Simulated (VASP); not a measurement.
# Ta (Cmme) in VASP: single point with PBE

Aim: the single point of Ta with PBE.

Everything below comes from runs of VASP 6.6.1. Logs are shortened: lines on timing, memory, paths and dates and some standing lists are left out, and cuts for length are marked.

## 1. The cell of the first run

It takes space group Cmme (No. 67, orthorhombic). Conventional cell: a = 3.319 Å, b = 4.693 Å, c = 12.387 Å, α = 90.00°, β = 90.00°, γ = 90.00°. Ta (site symmetry mm2) has 10 Ta at 2.87 to 3.32 Å within 3.8 Å. Within 3.8 Å of Ta (site symmetry mm2) lie 14 Ta at 2.87 to 3.32 Å.

## 2. Single point, PBE (the distance across one plane changed)

INCAR

```
SYSTEM = Ta
PREC = Accurate
ENCUT = 500
EDIFF = 1E-6
ISMEAR = 0
SIGMA = 0.15
LREAL = .False.
LASPH = .True.
NELM = 120
ALGO = Normal
ISIF = 2
LWAVE = .False.
LCHARG = .False.
GGA = PE
NBANDS = 30
GGA_COMPAT = .False.
```

KPOINTS

```
regular mesh
0
Gamma
  22 22 7
  0 0 0
```

POSCAR

```
Ta
1.0
   -1.6593948201      1.6593948201     -1.6593948201
   -1.6593948201     -1.6593948201      1.6593948201
    0.0000000000      8.7588996239      8.7588996239
Ta
4
Direct
    0.0000000000      0.0000000000      0.6630835059
    0.5000000000      0.5000000000      0.0947262151
    0.0000000000      0.0000000000      0.2841786454
    0.5000000000      0.5000000000      0.4736310756
```

Potentials or basis: VASP PAW PBE potentials, release 64 (Ta_pv).

Launch:

```console
$ cat potpaw_PBE.64/Ta_pv/POTCAR > POTCAR
$ mpirun -np 1 vasp_std > vasp.out
```

OUTCAR:

```text
SYSTEM = Ta
   PREC = Accurate
   ENCUT = 500
   EDIFF = 1E-6
   ISMEAR = 0
   LREAL = .False.
   LASPH = .True.
   NELM = 120
   ISIF = 2
   GGA = PE

 ion  position               nearest neighbor table
   1  0.000  0.000  0.663-   4 2.87   4 2.87   4 3.32   4 3.32
   2  0.500  0.500  0.095-   3 2.87   3 2.87   3 3.32   3 3.32
   3  0.000  0.000  0.284-   4 2.87   4 2.87   2 2.87   2 2.87   4 3.32   4 3.32   2 3.32   2 3.32

   4  0.500  0.500  0.474-   3 2.87   3 2.87   1 2.87   1 2.87   3 3.32   3 3.32   1 3.32   1 3.32

  LATTYP: Found a base centered orthorhombic cell.
 ALAT       =     3.3187896402
 B/A-ratio  =     1.4142135624
 C/A-ratio  =     3.7323711300

  Lattice vectors:

 A1 = (  -1.6593948201,   1.6593948201,  -1.6593948201)
 A2 = (  -1.6593948201,  -1.6593948201,   1.6593948201)
 A3 = (   0.0000000000,   8.7588996239,   8.7588996239)

Analysis of symmetry for initial positions (statically):
=====================================================================
 Subroutine PRICEL returns:
 Original cell was already a primitive cell.

 Routine SETGRP: Setting up the symmetry group for a
 base centered orthorhombic supercell.

 Subroutine GETGRP returns: Found  8 space group operations
 (whereof  4 operations were pure point group operations)
 out of a pool of  8 trial point group operations.

The static configuration has the point symmetry C_2v.
 The point group associated with its full space group is D_2h.

Analysis of symmetry for dynamics (positions and initial velocities):
=====================================================================
 Subroutine PRICEL returns:
 Original cell was already a primitive cell.

 Routine SETGRP: Setting up the symmetry group for a
 base centered orthorhombic supercell.

 Subroutine GETGRP returns: Found  8 space group operations
 (whereof  4 operations were pure point group operations)
 out of a pool of  8 trial point group operations.

The dynamic configuration has the point symmetry C_2v.
 The point group associated with its full space group is D_2h.

 Subroutine INISYM returns: Found  8 space group operations
 (whereof  4 operations are pure point group operations),
 and found     1 'primitive' translations

----------------------------------------------------------------------------------------

                                     Primitive cell

  volume of cell :      96.4737

  direct lattice vectors                    reciprocal lattice vectors
[... 93 lines left out ...]
   EDIFFG = 0.1E-04   stopping-criterion for IOM
   NSW    =      0    number of steps for IOM
   IBRION =     -1    ionic relax: 0-MD 1-quasi-New 2-CG
   NFREE  =      0    steps in history (QN), initial steepest desc. (CG)
   ISIF   =      2    stress and relaxation
   ISYM   =      2    0-nonsym 1-usesym 2-fastsym
   POTIM  = 0.5000    time-step for ionic-motion
   TEBEG  =    0.0;   TEEND  =   0.0 temperature during run
   PSTRESS=    0.0 pullay stress
   NELECT =      44.0000    total number of electrons
   NUPDOWN=      -1.0000    fix difference up-down
   EMIN   =  10.00;   EMAX   =-10.00  energy-range for DOS
   EFERMI =   0.00;   METHOD = LEGACY
   ISMEAR =     0;   SIGMA  =   0.15  broadening in eV -4-tet -1-fermi 0-gaus
   EFERMI_NEDOS =   21; number of points for ismear=-14 and -15
   IALGO  =     38    algorithm
   IMIX   =      4    mixing-type and parameters
     AMIX     =   0.40;   BMIX     =  1.00
     AMIX_MAG =   1.60;   BMIX_MAG =  1.00
  volume/ion in A,a.u.               =      24.12       162.76
  Fermi-wavevector in a.u.,A,eV,Ry     =   1.260151  2.381341 21.605800  1.587982
  Thomas-Fermi vector in A             =   2.393675
   LORBIT       =      0    0 simple, 1 ext, 2 COOP (PROOUT), +10 PAW based schemes
   GGA     = PE    functional components
   LHFCALC =     F    Hartree Fock is set to
   AEXX    =    0.0000 exact exchange contribution
   IVDW    =     0    specifies the selected vdW correction
   LEPSILON=     F    determine dielectric tensor
   LRPA    =     F    only Hartree local field effects (RPA)
 non-spin polarized calculation
 Gauss-broadening in eV      SIGMA  =   0.15
  energy-cutoff  :      500.00
  volume of cell :       96.47
 maximum number of plane-waves:      2474
 NGX is ok and might be reduce to    24
   NGX = 11   NGY = 11   NGZ = 45

 number of electron      43.9999997 magnetization

 Free energy of the ion-electron system (eV)
  ---------------------------------------------------
  ext. energy  EPLUGINS =         0.00000000
  ---------------------------------------------------
  free energy    TOTEN  =       -45.02893027 eV

  energy without entropy =      -44.96477770  energy(sigma->0) =      -44.99685398

 E-fermi :   3.2609     XC(G=0): -10.6423

 val. band max:        3.2607914880   @ k =   0.1364   0.0909   0.0000
 cond. band min:       3.2613215229   @ k =  -0.3636   0.0455   0.1429
 fundamental gap:      0.0005300349
 Fermi energy:         3.2608850063

 k-point     1 :       0.0000    0.0000    0.0000
  band No.  band energies     occupation
      1     -31.1689      2.00000
      2     -31.0739      2.00000
      3     -30.5957      2.00000
      4     -30.5098      2.00000
      5     -30.5017      2.00000
      6     -30.2907      2.00000
[... 781 lines left out ...]
     29       6.9063      0.00000
     30       7.0026      0.00000

 [... further k-points ...]

------------------------ aborting loop because EDIFF is reached ----------------------------------------

  FORCE on cell =-STRESS in cart. coord.  units (eV):
  Direction    XX          YY          ZZ          XY          YZ          ZX
  --------------------------------------------------------------------------------------
  -------------------------------------------------------------------------------------
  Total       -3.9921218     -3.6494901     -3.6494901      0.0000000      0.5560470      0.0000000
  in kB      -66.2987542    -60.6085324    -60.6085324      0.0000000      9.2344931      0.0000000
  external PRESSURE =     -62.5052730 kB  Pullay stress =       0.0000000 kB

 VOLUME and BASIS-vectors are now :
 -----------------------------------------------------------------------------
  energy-cutoff  :      500.00
  volume of cell :       96.47
      direct lattice vectors                 reciprocal lattice vectors
    -1.659394820  1.659394820 -1.659394820    -0.301314668  0.150657334 -0.150657334
    -1.659394820 -1.659394820  1.659394820    -0.301314668 -0.150657334  0.150657334
     0.000000000  8.758899624  8.758899624     0.000000000  0.057084796  0.057084796

 POSITION                                       TOTAL-FORCE (eV/Angst)
 -----------------------------------------------------------------------------------
      0.00000      5.80788      5.80788         0.000000     -0.214751     -0.214751
     -1.65939      0.82970      0.82970        -0.000000      0.214751      0.214751
      0.00000      2.48909      2.48909        -0.000000     -0.237561     -0.237561
     -1.65939      4.14849      4.14849         0.000000      0.237561      0.237561
 -----------------------------------------------------------------------------------
    total drift:                                0.000000      0.000036      0.000036

  FREE ENERGIE OF THE ION-ELECTRON SYSTEM (eV)
  ---------------------------------------------------
  free  energy   TOTEN  =       -45.0289302710 eV

  energy  without entropy=      -44.9647776983  energy(sigma->0) =      -44.99685398
```

OSZICAR:

```text
N       E                     dE             d eps       ncg     rms          rms(c)
DAV:   1     0.408250812106E+03    0.40825E+03   -0.24414E+04 32248   0.142E+03
DAV:   2    -0.321016353199E+02   -0.44035E+03   -0.42919E+03 35726   0.422E+02
DAV:   3    -0.482814607943E+02   -0.16180E+02   -0.15590E+02 41980   0.717E+01
DAV:   4    -0.486700680491E+02   -0.38861E+00   -0.38477E+00 40342   0.104E+01
DAV:   5    -0.486828299673E+02   -0.12762E-01   -0.12747E-01 43348   0.156E+00    0.247E+01
DAV:   6    -0.505833224004E+02   -0.19005E+01   -0.65354E+01 43698   0.355E+01    0.134E+01
DAV:   7    -0.466687842456E+02    0.39145E+01   -0.56740E+01 44112   0.212E+01    0.110E+01
DAV:   8    -0.450417320130E+02    0.16271E+01   -0.90281E+00 41438   0.116E+01    0.148E+00
DAV:   9    -0.450308650520E+02    0.10867E-01   -0.56218E-01 41776   0.396E+00    0.663E-01
DAV:  10    -0.450313375737E+02   -0.47252E-03   -0.44269E-02 38646   0.137E+00    0.400E-01
DAV:  11    -0.450291118344E+02    0.22257E-02   -0.23877E-02 39178   0.603E-01    0.134E-01
DAV:  12    -0.450289068914E+02    0.20494E-03   -0.27495E-03 37544   0.219E-01    0.728E-02
DAV:  13    -0.450289260252E+02   -0.19134E-04   -0.35968E-04 43632   0.130E-01    0.311E-02
DAV:  14    -0.450289326583E+02   -0.66331E-05   -0.17118E-04 39298   0.466E-02    0.140E-02
DAV:  15    -0.450289302387E+02    0.24197E-05   -0.20904E-05 35432   0.197E-02    0.509E-03
DAV:  16    -0.450289302710E+02   -0.32292E-07   -0.16059E-06 29212   0.806E-03
   1 F= -.45028930E+02 E0= -.44996854E+02  d E =-.641526E-01
```

stdout:

```text
POSCAR found type information on POSCAR Ta
 POSCAR found :  1 types and       4 ions
 scaLAPACK will be used
 LDA part: xc-table for (Slater+PW92), standard interpolation
 POSCAR, INCAR and KPOINTS ok, starting setup
 FFT: planning ... GRIDC
 FFT: planning ... GRID_SOFT
 FFT: planning ... GRID
 WAVECAR not read
 entering main loop
```

Run time: 17 min. Hardware: 1 thread of Oxide Virtual Turin-like, shared host; peak memory 0.99 GiB.

Results:

```yaml
Free_energy: -45.0289 eV
Pressure: -6.3 GPa
Largest_force: 0.336 eV/Å
Band_gap_on_the_k_mesh: zero (bands 22 and 23 overlap by 2.14 eV)
```

Forces in eV/Å, atoms in the order of the input:
```
Ta   0.000 -0.215 -0.215
Ta   0.000  0.215  0.215
Ta   0.000 -0.238 -0.238
Ta   0.000  0.238  0.238
```

Stress tensor (GPa, compression positive):
```
-6.63  0.00  0.00
 0.00 -6.06  0.92
 0.00  0.92 -6.06
```

Levels at points of the mesh, in eV from the Fermi level:
```
           k point  band 20  band 21  band 22  band 23  band 24  band 25
(0.00, 0.00, 0.00)    -0.34     0.08     0.38     0.50     0.83     0.87
(0.50, 0.00, 0.00)    -1.40    -0.16    -0.16     1.26     1.26     3.08
(0.50, 0.50, 0.00)    -0.78     0.22     1.61     1.80     2.24     2.28
```

Caveat: the cell differs from its parent crystal (the distance across one plane changed); the cell stands under tension; spin-orbit coupling is left out, which moves the levels of the heavy elements.
